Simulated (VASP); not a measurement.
# RbZr2P3 (P-3m1) in VASP: single point with r2SCAN+rVV10

Aim: the single point of RbZr2P3 with r2SCAN+rVV10.

Program: VASP 6.6.1. These are calculated values, not measurements. Logs are shortened: lines on timing, memory, paths and dates and some standing lists are left out, and cuts for length are marked.

**1. The cell of the first run**

Symmetry: P-3m1, No. 164, trigonal system. Conventional cell: a = 3.810 Å, b = 3.810 Å, c = 10.960 Å, α = 90.00°, β = 90.00°, γ = 120.00°. Within 4.5 Å of Rb (site symmetry -3m) lie 6 P at 3.33 Å and 6 Rb at 3.81 Å and 6 Zr at 4.45 Å. Within 3.4 Å of Zr (site symmetry 3m) lie 6 P at 2.60 to 2.72 Å. P (site symmetry 3m) has 3 Zr at 2.60 Å and 3 Rb at 3.33 Å within 3.4 Å. Within 3.9 Å of P (site symmetry -3m) lie 6 Zr at 2.72 Å and 12 P at 3.71 to 3.81 Å.

**2. Single point, r2SCAN+rVV10**

POSCAR reads:

```
RbZr2P3
1.0
    3.8102813711      0.0000000000      0.0000000000
   -1.9051406855      3.2998004629      0.0000000000
    0.0000000000      0.0000000000     10.9599083390
Rb Zr P
1 2 3
Direct
    0.0000000000      0.0000000000      0.0000000000
    0.3333333333      0.6666666667      0.6466088581
    0.6666666667      0.3333333333      0.3533911419
    0.3333333333      0.6666666667      0.2276044375
    0.6666666667      0.3333333333      0.7723955625
    0.0000000000      0.0000000000      0.5000000000
```

INCAR.step1 reads:

```
SYSTEM = RbZr2P3
ALGO     = Normal         ! electronic algorithm
EDIFF    = 1E-4           ! SCF threshold, eV
ENCUT    = 520            ! plane-wave cutoff, eV
GGA      = PE             ! functional
ISMEAR   = -1             ! smearing method
LASPH    = .TRUE.         ! aspherical terms in the spheres
LCHARG   = .FALSE.        ! write CHGCAR
LREAL    = .FALSE.        ! projectors in reciprocal space
LWAVE    = .TRUE.         ! write WAVECAR
NBANDS   = 33             ! bands
NELM     = 80             ! most SCF steps
PREC     = Accurate       ! precision mode
SIGMA    = 0.03           ! smearing width, eV
```

INCAR.step2 reads:

```
SYSTEM = RbZr2P3
ALGO     = Normal         ! electronic algorithm
BPARAM   = 11.95        
CPARAM   = 0.0093       
EDIFF    = 1E-7           ! SCF threshold, eV
ENCUT    = 520            ! plane-wave cutoff, eV
ISIF     = 2              ! what is computed and relaxed
ISMEAR   = -1             ! smearing method
ISTART   = 1            
IVDW_NL  = 2            
LASPH    = .TRUE.         ! aspherical terms in the spheres
LCHARG   = .TRUE.         ! write CHGCAR
LELF     = .TRUE.         ! ELF
LMIXTAU  = .TRUE.       
LREAL    = .FALSE.        ! projectors in reciprocal space
LUSE_VDW = .TRUE.       
LVHAR    = .TRUE.       
LWAVE    = .FALSE.        ! write WAVECAR
METAGGA  = R2SCAN         ! meta-GGA
NBANDS   = 33             ! bands
NELM     = 80             ! most SCF steps
PREC     = Accurate       ! precision mode
SIGMA    = 0.03           ! smearing width, eV
```

KPOINTS reads:

```
k-points
0
G
  12 12 2
  0 0 0
```

Potentials or basis: VASP PAW PBE potentials, release 64 (Rb_sv, Zr_sv, P).

Run with:

```
> cat potpaw_PBE.64/Rb_sv/POTCAR potpaw_PBE.64/Zr_sv/POTCAR potpaw_PBE.64/P/POTCAR > POTCAR
> cp INCAR.step1 INCAR
> mpirun -np 1 vasp_std > vasp.out
> cp INCAR.step2 INCAR
> mpirun -np 1 vasp_std > vasp.out
```

OUTCAR:

```text
SYSTEM = RbZr2P3
   BPARAM = 11.95
   EDIFF = 1E-7
   ENCUT = 520
   ISIF = 2
   ISMEAR = -1
   ISTART = 1
   IVDW_NL = 2
   LASPH = .TRUE.
   LREAL = .FALSE.
   METAGGA = R2SCAN
   NELM = 80
   PREC = Accurate

 ion  position               nearest neighbor table
   1  0.000  0.000  0.000-   4 3.33   5 3.33   4 3.33   5 3.33   5 3.33   4 3.33   2 4.45   3 4.45
                             2 4.45   3 4.45   2 4.45   3 4.45
   2  0.333  0.667  0.647-   5 2.60   5 2.60   5 2.60   6 2.72   6 2.72   6 2.72   3 3.89   3 3.89
                             3 3.89   1 4.45   1 4.45   1 4.45
   3  0.667  0.333  0.353-   4 2.60   4 2.60   4 2.60   6 2.72   6 2.72   6 2.72   2 3.89   2 3.89
                             2 3.89   1 4.45   1 4.45   1 4.45
   4  0.333  0.667  0.228-   3 2.60   3 2.60   3 2.60   1 3.33   1 3.33   1 3.33
   5  0.667  0.333  0.772-   2 2.60   2 2.60   2 2.60   1 3.33   1 3.33   1 3.33
   6  0.000  0.000  0.500-   2 2.72   3 2.72   2 2.72   3 2.72   3 2.72   2 2.72

  LATTYP: Found a hexagonal cell.
 ALAT       =     3.8102813711
 C/A-ratio  =     2.8764039375

  Lattice vectors:

 A1 = (   3.8102813711,   0.0000000000,   0.0000000000)
 A2 = (  -1.9051406855,   3.2998004629,   0.0000000000)
 A3 = (   0.0000000000,   0.0000000000,  10.9599083390)

Analysis of symmetry for initial positions (statically):
=====================================================================
 Subroutine PRICEL returns:
 Original cell was already a primitive cell.

 Routine SETGRP: Setting up the symmetry group for a
 hexagonal supercell.

 Subroutine GETGRP returns: Found 12 space group operations
 (whereof 12 operations were pure point group operations)
 out of a pool of 24 trial point group operations.

The static configuration has the point symmetry D_3d.

Analysis of symmetry for dynamics (positions and initial velocities):
=====================================================================
 Subroutine PRICEL returns:
 Original cell was already a primitive cell.

 Routine SETGRP: Setting up the symmetry group for a
 hexagonal supercell.

 Subroutine GETGRP returns: Found 12 space group operations
 (whereof 12 operations were pure point group operations)
 out of a pool of 24 trial point group operations.

The dynamic configuration has the point symmetry D_3d.

 Subroutine INISYM returns: Found 12 space group operations
 (whereof 12 operations are pure point group operations),
 and found     1 'primitive' translations

----------------------------------------------------------------------------------------
[... 106 lines left out ...]
   NFREE  =      0    steps in history (QN), initial steepest desc. (CG)
   ISIF   =      2    stress and relaxation
   ISYM   =      2    0-nonsym 1-usesym 2-fastsym
   POTIM  = 0.5000    time-step for ionic-motion
   TEBEG  =    0.0;   TEEND  =   0.0 temperature during run
   PSTRESS=    0.0 pullay stress
   NELECT =      48.0000    total number of electrons
   NUPDOWN=      -1.0000    fix difference up-down
   EMIN   =  10.00;   EMAX   =-10.00  energy-range for DOS
   EFERMI =   0.00;   METHOD = LEGACY
   ISMEAR =    -1;   SIGMA  =   0.03  broadening in eV -4-tet -1-fermi 0-gaus
   EFERMI_NEDOS =   21; number of points for ismear=-14 and -15
   IALGO  =     38    algorithm
   IMIX   =      4    mixing-type and parameters
     AMIX     =   0.40;   BMIX     =  1.00
     AMIX_MAG =   1.60;   BMIX_MAG =  1.00
  volume/ion in A,a.u.               =      22.97       154.99
  Fermi-wavevector in a.u.,A,eV,Ry     =   1.151873  2.176725 18.052373  1.326812
  Thomas-Fermi vector in A             =   2.288528
   LORBIT       =      0    0 simple, 1 ext, 2 COOP (PROOUT), +10 PAW based schemes
   METAGGA = R2SCAN    functional components
   LHFCALC =     F    Hartree Fock is set to
   AEXX    =    0.0000 exact exchange contribution
   IVDW_NL    =     2    kernel type
   BPARAM     =11.9500
   IVDW    =     0    specifies the selected vdW correction
   LEPSILON=     F    determine dielectric tensor
   LRPA    =     F    only Hartree local field effects (RPA)
 non-spin polarized calculation
  energy-cutoff  :      520.00
  volume of cell :      137.80
 maximum number of plane-waves:      3744
   NGX = 15   NGY = 15   NGZ = 41

 number of electron      48.0000001 magnetization

 Free energy of the ion-electron system (eV)
  ---------------------------------------------------
  ext. energy  EPLUGINS =         0.00000000
  ---------------------------------------------------
  free energy    TOTEN  =       -92.28198742 eV

  energy without entropy =      -92.27966125  energy(sigma->0) =      -92.28082434

 E-fermi :   5.8225     XC(G=0): -10.4260

 val. band max:        5.8098115197   @ k =   0.0833   0.0833   0.0000
 cond. band min:       5.9554568280   @ k =   0.3333   0.0000   0.5000
 fundamental gap:      0.1456453083
 Fermi energy:         5.8224885924

 k-point     1 :       0.0000    0.0000    0.0000
  band No.  band energies     occupation
      1     -45.1801      2.00000
      2     -45.1733      2.00000
      3     -22.6098      2.00000
      4     -22.5088      2.00000
      5     -22.4409      2.00000
      6     -22.4409      2.00000
[... 853 lines left out ...]
     32       9.5761      0.00000
     33      10.0834      0.00000

 [... further k-points ...]

------------------------ aborting loop because EDIFF is reached ----------------------------------------

  FORCE on cell =-STRESS in cart. coord.  units (eV):
  Direction    XX          YY          ZZ          XY          YZ          ZX
  --------------------------------------------------------------------------------------
  -------------------------------------------------------------------------------------
  Total        0.0563618      0.0563618      0.0707205      0.0000000      0.0000000     -0.0000000
  in kB        0.6553053      0.6553053      0.8222506      0.0000000      0.0000000     -0.0000000
  external PRESSURE =       0.7109537 kB  Pullay stress =       0.0000000 kB

 VOLUME and BASIS-vectors are now :
 -----------------------------------------------------------------------------
  energy-cutoff  :      520.00
  volume of cell :      137.80
      direct lattice vectors                 reciprocal lattice vectors
     3.810281371  0.000000000  0.000000000     0.262447810  0.151524314  0.000000000
    -1.905140685  3.299800463  0.000000000     0.000000000  0.303048627  0.000000000
     0.000000000  0.000000000 10.959908339     0.000000000  0.000000000  0.091241639

 POSITION                                       TOTAL-FORCE (eV/Angst)
 -----------------------------------------------------------------------------------
      0.00000      0.00000      0.00000         0.000000      0.000000     -0.000000
     -0.00000      2.19987      7.08677        -0.000000      0.000000      0.011949
      1.90514      1.09993      3.87313         0.000000     -0.000000     -0.011949
     -0.00000      2.19987      2.49452         0.000000     -0.000000      0.014089
      1.90514      1.09993      8.46538         0.000000      0.000000     -0.014089
      0.00000      0.00000      5.47995         0.000000      0.000000     -0.000000
 -----------------------------------------------------------------------------------
    total drift:                                0.000000      0.000000      0.000000

  FREE ENERGIE OF THE ION-ELECTRON SYSTEM (eV)
  ---------------------------------------------------
  free  energy   TOTEN  =       -92.2819874165 eV

  energy  without entropy=      -92.2796612535  energy(sigma->0) =      -92.28082434
```

OSZICAR.step1:

```text
N       E                     dE             d eps       ncg     rms          rms(c)
DAV:   1     0.356585441271E+03    0.35659E+03   -0.23092E+04  2508   0.136E+03
DAV:   2    -0.153508374523E+02   -0.37194E+03   -0.35736E+03  3116   0.333E+02
DAV:   3    -0.419391724956E+02   -0.26588E+02   -0.26249E+02  3880   0.746E+01
DAV:   4    -0.440773139291E+02   -0.21381E+01   -0.21315E+01  3920   0.179E+01
DAV:   5    -0.441769106454E+02   -0.99597E-01   -0.99590E-01  3535   0.300E+00    0.203E+01
DAV:   6    -0.400191172159E+02    0.41578E+01   -0.12456E+01  2835   0.157E+01    0.812E+00
DAV:   7    -0.399588579052E+02    0.60259E-01   -0.13731E+00  3827   0.499E+00    0.428E+00
DAV:   8    -0.399541279595E+02    0.47299E-02   -0.18027E-01  3399   0.181E+00    0.136E+00
DAV:   9    -0.399546885835E+02   -0.56062E-03   -0.21559E-02  3303   0.768E-01    0.348E-01
DAV:  10    -0.399550568906E+02   -0.36831E-03   -0.23650E-03  3583   0.230E-01    0.144E-01
DAV:  11    -0.399552466957E+02   -0.18981E-03   -0.29917E-04  2645   0.816E-02    0.560E-02
DAV:  12    -0.399553161820E+02   -0.69486E-04   -0.13656E-04  2405   0.590E-02
   1 F= -.39955316E+02 E0= -.39953575E+02  d E =-.348298E-02
```

Wall time 15 min (1 thread of Intel Xeon Platinum 8259CL at 2.50GHz (Skylake/Cascade Lake), shared host); peak memory 0.61 GiB.

What came out:

```
Free energy            : -92.2820 eV
Pressure               : 0.1 GPa
Largest force          : 0.014 eV/Å
Band gap on the k mesh : zero (bands 24 and 25 overlap by 0.54 eV)
```

Forces in eV/Å, atoms in the order of the input:
```
Rb   0.000  0.000  0.000
Zr   0.000  0.000  0.012
Zr   0.000  0.000 -0.012
P    0.000  0.000  0.014
P    0.000  0.000 -0.014
P    0.000  0.000  0.000
```

Levels at points of the mesh, in eV from the Fermi level:
```tsv
k point	band 20	band 21	band 22	band 23	band 24	band 25	band 26	band 27	band 28	band 29
(0.00, 0.00, 0.00)	-1.84	-1.84	-0.20	0.37	0.37	0.58	0.58	0.92	1.73	1.73
(0.50, 0.00, 0.00)	-2.57	-2.37	-1.68	-1.08	-0.88	-0.17	1.45	2.72	2.79	3.12
(0.00, 0.00, 0.50)	-1.82	-1.82	-0.88	0.32	0.32	0.59	0.59	1.51	1.71	1.71
(0.50, 0.00, 0.50)	-2.67	-2.26	-1.61	-1.48	-0.96	0.24	1.11	2.71	2.84	3.09
```

Caveat: the PAW data sets were made with another functional, which shifts forces and pressure a little.

The gap in the log of VASP goes by the Fermi energy; the results here count the filled bands.